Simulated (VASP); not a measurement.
# Hf (P6_3/mmc) in VASP: further runs, part 3 of 3

VASP 6.6.1.

## Step 4: Relaxation of cell and atoms, PBEsol

This run uses another cell than the first one, of 22.38 Å³/atom, 1.079 times its volume.

File INCAR:

```
SYSTEM = Hf
PREC = Accurate
ENCUT = 600
EDIFF = 1E-7
ISMEAR = 0
SIGMA = 0.05
LREAL = .FALSE.
LASPH = .TRUE.
NELM = 80
ALGO = Fast
ISIF = 3
LWAVE = .FALSE.
LCHARG = .FALSE.
GGA = PS
IBRION = 2
NSW = 80
EDIFFG = -0.01
```

File KPOINTS:

```
Automatic mesh
0
G
  16 16 10
  0 0 0
```

File POSCAR:

```
Hf
1.0
    3.1967000000      0.0000000000      0.0000000000
   -1.5983500000      2.7684234083      0.0000000000
    0.0000000000      0.0000000000      5.0578000000
Hf
2
Direct
    0.3333333333      0.6666666667      0.2500000000
    0.6666666667      0.3333333333      0.7500000000
```

Potentials or basis: VASP PAW PBE potentials, release 64 (Hf_pv).

Started as:

```bash
$ cat potpaw_PBE.64/Hf_pv/POTCAR > POTCAR
$ mpirun -np 1 vasp_std > vasp.out
```

OUTCAR:

```text
SYSTEM = Hf
   PREC = Accurate
   ENCUT = 600
   EDIFF = 1E-7
   ISMEAR = 0
   LREAL = .FALSE.
   LASPH = .TRUE.
   NELM = 80
   ISIF = 3
   GGA = PS
   IBRION = 2
   NSW = 80
   EDIFFG = -0.01

 ion  position               nearest neighbor table
   1  0.333  0.667  0.250-   2 3.13   2 3.13   2 3.13   2 3.13   2 3.13   2 3.13
   2  0.667  0.333  0.750-   1 3.13   1 3.13   1 3.13   1 3.13   1 3.13   1 3.13

  LATTYP: Found a hexagonal cell.
 ALAT       =     3.1967000000
 C/A-ratio  =     1.5821941377

  Lattice vectors:

 A1 = (   3.1967000000,   0.0000000000,   0.0000000000)
 A2 = (  -1.5983500000,   2.7684234083,   0.0000000000)
 A3 = (   0.0000000000,   0.0000000000,   5.0578000000)

Analysis of symmetry for initial positions (statically):
=====================================================================
 Subroutine PRICEL returns:
 Original cell was already a primitive cell.

 Routine SETGRP: Setting up the symmetry group for a
 hexagonal supercell.

 Subroutine GETGRP returns: Found 24 space group operations
 (whereof 12 operations were pure point group operations)
 out of a pool of 24 trial point group operations.

The static configuration has the point symmetry D_3d.
 The point group associated with its full space group is D_6h.

Analysis of symmetry for dynamics (positions and initial velocities):
=====================================================================
[... 346 lines left out ...]
  ext. energy  EPLUGINS =         0.00000000
  ---------------------------------------------------
  free energy    TOTEN  =       -21.00805554 eV

  energy without entropy =      -21.00598706  energy(sigma->0) =      -21.00702130

 E-fermi :   5.0269     XC(G=0): -11.5657

 val. band max:        5.0157297056   @ k =   0.1250   0.0000   0.1000
 cond. band min:       5.0284237265   @ k =   0.3750   0.2500   0.3000
 fundamental gap:      0.0126940210
 Fermi energy:         5.0269079110

 k-point     1 :       0.0000    0.0000    0.0000
  band No.  band energies     occupation
      1     -25.9891      2.00000
      2     -25.1381      2.00000
      3     -25.1381      2.00000
      4     -24.9942      2.00000
      5     -24.9915      2.00000
      6     -24.9915      2.00000
      7      -2.4934      2.00000
      8       1.1925      2.00000
      9       5.8486      0.00000
     10       6.1943      0.00000
     11       6.1943      0.00000
     12       6.5091      0.00000
     13       7.0630      0.00000
     14       7.0630      0.00000
[... 377 lines left out ...]
      1     -25.6470      2.00000
      2     -25.6165      2.00000
      3     -25.5507      2.00000
      4     -25.3302      2.00000
      5     -25.1898      2.00000
      6     -25.1745      2.00000
      7       1.1157      2.00000
      8       3.1140      2.00000
      9       3.2898      2.00000
     10       3.7354      2.00000
     11       5.4177      0.00000
     12       6.0049      0.00000
     13       6.3171      0.00000
     14       8.9362      0.00000

 [... further k-points ...]

------------------------ aborting loop because EDIFF is reached ----------------------------------------

  FORCE on cell =-STRESS in cart. coord.  units (eV):
  Direction    XX          YY          ZZ          XY          YZ          ZX
  --------------------------------------------------------------------------------------
  -------------------------------------------------------------------------------------
  Total       -0.0037570     -0.0037570     -0.0179774      0.0000000      0.0000000      0.0000000
  in kB       -0.1397299     -0.1397299     -0.6686190      0.0000000      0.0000000      0.0000000
  external PRESSURE =      -0.3160262 kB  Pullay stress =       0.0000000 kB
[... 17 lines left out ...]
  FREE ENERGIE OF THE ION-ELECTRON SYSTEM (eV)
  ---------------------------------------------------
  free  energy   TOTEN  =       -21.0080555359 eV

  energy  without entropy=      -21.0059870604  energy(sigma->0) =      -21.00702130

 reached required accuracy - stopping structural energy minimisation
```

Wall time 6.4 min (1 thread of Intel Xeon 6975P-C, shared host); peak memory 0.29 GiB.

Results:

```
Free energy                            : -21.0081 eV
Relaxed volume                         : 21.54 Å³/atom
Relaxed cell                           : a = 3.158 Å, b = 3.158 Å, c = 4.987 Å, α = 90.00°, β = 90.00°, γ = 120.00°
Space group after relaxing (to 0.05 Å) : P6_3/mmc (No. 194)
Energy gained by relaxing              : 11.3 meV/atom
Ionic steps                            : 6
Pressure after relaxing                : 0.0 GPa
Band gap on the k mesh                 : zero (band 10 reaches 6.19 eV, above the bottom of band 11 at 4.67 eV)
```

The path:
```csv
step,energy change (eV),largest force (eV/Å),pressure (GPa),volume (Å³)
1,0.0000,0.0000,-4.14,44.76
2,0.0113,0.0000,5.76,41.11
3,-0.0226,0.0000,-0.03,43.08
4,-0.0226,0.0000,0.06,43.05
5,-0.0226,0.0000,-0.05,43.09
6,-0.0226,0.0000,-0.03,43.08
```

Final structure:
```
CELL_PARAMETERS angstrom
3.15824 0.00000 0.00000
-1.57912 2.73511 0.00000
0.00000 0.00000 4.98700
ATOMIC_POSITIONS crystal
Hf 0.33333 0.66667 0.25000
Hf 0.66667 0.33333 0.75000
```

Levels at points of the mesh, in eV from the Fermi level:
```
           k point  band 6  band 7  band 8  band 9  band 10  band 11  band 12  band 13  band 14
(0.00, 0.00, 0.00)  -30.02   -7.52   -3.83    0.82     1.17     1.17     1.48     2.04     2.04
(0.50, 0.00, 0.00)  -30.12   -3.43   -2.90   -2.35    -0.73     0.75     0.92     1.75     6.12
(0.00, 0.00, 0.50)  -30.09   -5.46   -5.46    0.14     0.14     1.05     1.05     1.05     1.05
(0.50, 0.00, 0.50)  -30.24   -3.54   -3.54   -1.05    -1.05     1.32     1.32     2.70     2.70
```

Caveat: the PAW data sets were made with another functional, which shifts forces and pressure a little; spin-orbit coupling is left out, which moves the levels of the heavy elements.

## Step 5: Relaxation of shape and atoms at fixed volume, PBEsol (volume scaled by 0.840)

File INCAR:

```
PREC     = Accurate       # precision mode
ENCUT    = 600            # plane-wave cutoff, eV
EDIFF    = 1E-6           # SCF threshold, eV
ISMEAR   = 0              # smearing method
SIGMA    = 0.05           # smearing width, eV
LREAL    = False          # projectors in reciprocal space
LASPH    = True           # aspherical terms in the spheres
NELM     = 100            # most SCF steps
ALGO     = Fast           # electronic algorithm
ISIF     = 4              # what is computed and relaxed
LWAVE    = False          # write WAVECAR
LCHARG   = False          # write CHGCAR
GGA      = PS             # functional
IBRION   = 2              # ionic algorithm
NSW      = 60             # ionic steps
EDIFFG   = -0.01          # ionic threshold
```

File KPOINTS:

```
Automatic mesh
0
Gamma
  18 18 10
```

File POSCAR:

```
Hf
1.0
    2.9732080605      0.0000000000      0.0000000000
   -1.4866040303      2.5748737111      0.0000000000
    0.0000000000      0.0000000000      4.7406286403
Hf
2
Direct
    0.3333333333      0.6666666667      0.2500000000
    0.6666666667      0.3333333333      0.7500000000
```

Started as:

```bash
$ cat potpaw_PBE.64/Hf_pv/POTCAR > POTCAR
$ mpirun -np 1 vasp_std > vasp.out
```

It took 1.8 min on 1 thread of Intel Xeon 6975P-C, shared host; peak memory 0.26 GiB.

It converged, with:

```yaml
Free_energy: -20.5178 eV
Energy_gained_by_relaxing: 0.1 meV/atom
Ionic_steps: 2
Pressure_after_relaxing: 26.1 GPa
Band_gap_on_the_k_mesh: zero (band 10 reaches 7.61 eV, above the bottom of band 11 at 5.95 eV)
```

The path:
| step | energy change (eV) | largest force (eV/Å) | pressure (GPa) | volume (Å³) |
| --- | --- | --- | --- | --- |
| 1 | 0.0000 | 0.0000 | 26.12 | 36.29 |
| 2 | -0.0001 | 0.0000 | 26.06 | 36.29 |

Final structure:
```yaml
crystal:
  lattice:
    - [2.97055, 0.00000, 0.00000]
    - [-1.48528, 2.57257, 0.00000]
    - [0.00000, 0.00000, 4.74910]
  atoms:
    - { symbol: Hf, position: [0.33333, 0.66667, 0.25000] }
    - { symbol: Hf, position: [0.66667, 0.33333, 0.75000] }
```

Levels at points of the mesh, in eV from the Fermi level:
| k point | band 8 | band 9 | band 10 | band 11 | band 12 | band 13 |
| --- | --- | --- | --- | --- | --- | --- |
| (0.00, 0.00, 0.00) | -4.47 | 1.17 | 1.17 | 1.39 | 1.53 | 2.22 |
| (0.50, 0.00, 0.00) | -3.66 | -3.01 | -0.23 | 0.73 | 1.09 | 2.03 |
| (0.00, 0.00, 0.50) | -5.72 | 0.02 | 0.02 | 1.06 | 1.06 | 1.06 |
| (0.50, 0.00, 0.50) | -4.18 | -1.51 | -1.51 | 2.11 | 2.11 | 3.14 |

Caveat: the cell differs from its parent crystal (volume scaled by 0.840); the PAW data sets were made with another functional, which shifts forces and pressure a little; spin-orbit coupling is left out, which moves the levels of the heavy elements.

## Step 6: Relaxation of shape and atoms at fixed volume, PBEsol (volume scaled by 1.040)

File INCAR:

```
PREC = Accurate ; ENCUT = 600
EDIFF = 1E-6 ; ISMEAR = 0
SIGMA = 0.05 ; LREAL = F
LASPH = T ; NELM = 60
ALGO = Fast ; ISIF = 4
LWAVE = F ; LCHARG = F
GGA = PS ; IBRION = 2
NSW = 60 ; EDIFFG = -0.01
```

File KPOINTS:

```
Automatic mesh
0
Gamma
  16 16 10
```

File POSCAR:

```
Hf
1.0
    3.2023640281      0.0000000000      0.0000000000
   -1.6011820141      2.7733286005      0.0000000000
    0.0000000000      0.0000000000      5.0594020780
Hf
2
Direct
    0.3333333333      0.6666666667      0.2500000000
    0.6666666667      0.3333333333      0.7500000000
```

Potentials or basis: VASP PAW PBE potentials, release 64 (Hf_pv).

Started as:

```bash
$ cat potpaw_PBE.64/Hf_pv/POTCAR > POTCAR
$ mpirun -np 1 vasp_std > vasp.out
```

It took 2.6 min on 1 thread of Intel Xeon 6975P-C, shared host; peak memory 0.27 GiB.

The run converged. Its results:

```yaml
Free_energy: -20.9809 eV
Energy_gained_by_relaxing: 0.0 meV/atom
Ionic_steps: 2
Pressure_after_relaxing: -4.5 GPa
Band_gap_on_the_k_mesh: zero (band 10 reaches 5.89 eV, above the bottom of band 11 at 4.36 eV)
```

Final structure:
```yaml
crystal:
  lattice:
    - [3.20451, 0.00000, 0.00000]
    - [-1.60225, 2.77519, 0.00000]
    - [0.00000, 0.00000, 5.05263]
  atoms:
    - { symbol: Hf, position: [0.33333, 0.66667, 0.25000] }
    - { symbol: Hf, position: [0.66667, 0.33333, 0.75000] }
```

Levels at points of the mesh, in eV from the Fermi level:
```tsv
k point	band 8	band 9	band 10	band 11	band 12	band 13
(0.00, 0.00, 0.00)	-3.71	0.67	1.15	1.15	1.46	1.97
(0.50, 0.00, 0.00)	-2.75	-2.22	-0.82	0.74	0.87	1.67
(0.00, 0.00, 0.50)	-5.40	0.15	0.15	1.03	1.03	1.03
(0.50, 0.00, 0.50)	-3.41	-0.98	-0.98	1.16	1.16	2.59
```

Caveat: the cell differs from its parent crystal (volume scaled by 1.040); the PAW data sets were made with another functional, which shifts forces and pressure a little; spin-orbit coupling is left out, which moves the levels of the heavy elements.

## Step 7: Overview

```tsv
task	cell	k mesh	gap on the mesh (eV)	pressure (GPa)
relaxation of shape and atoms at fixed volume	relaxed from a = 3.118, b = 3.118, c = 4.926 Å, angles 90.0, 90.0, 120.0°, 2 atoms	16 × 16 × 10	none	4.6
relaxation of shape and atoms at fixed volume	relaxed from a = 2.921, b = 2.921, c = 4.677 Å, angles 90.0, 90.0, 120.0°, 2 atoms	18 × 18 × 10	none	36.2
relaxation of cell and atoms	relaxed from a = 3.197, b = 3.197, c = 5.058 Å, angles 90.0, 90.0, 120.0°, 2 atoms	16 × 16 × 10	none	0.0
relaxation of shape and atoms at fixed volume	relaxed from a = 2.973, b = 2.973, c = 4.741 Å, angles 90.0, 90.0, 120.0°, 2 atoms	18 × 18 × 10	none	26.1
relaxation of shape and atoms at fixed volume	relaxed from a = 3.202, b = 3.202, c = 5.059 Å, angles 90.0, 90.0, 120.0°, 2 atoms	16 × 16 × 10	none	-4.5
```

Alike in all rows: level PBEsol; potentials or basis VASP PAW PBE potentials, release 64 (Hf_pv); no spin polarisation; cutoff (eV) 600; smearing gaussian 0.05 eV.

Caveats: the PAW data sets were made with another functional, which shifts forces and pressure a little; spin-orbit coupling is left out, which moves the levels of the heavy elements.

Absolute energies hang on the potentials; compare differences alone.
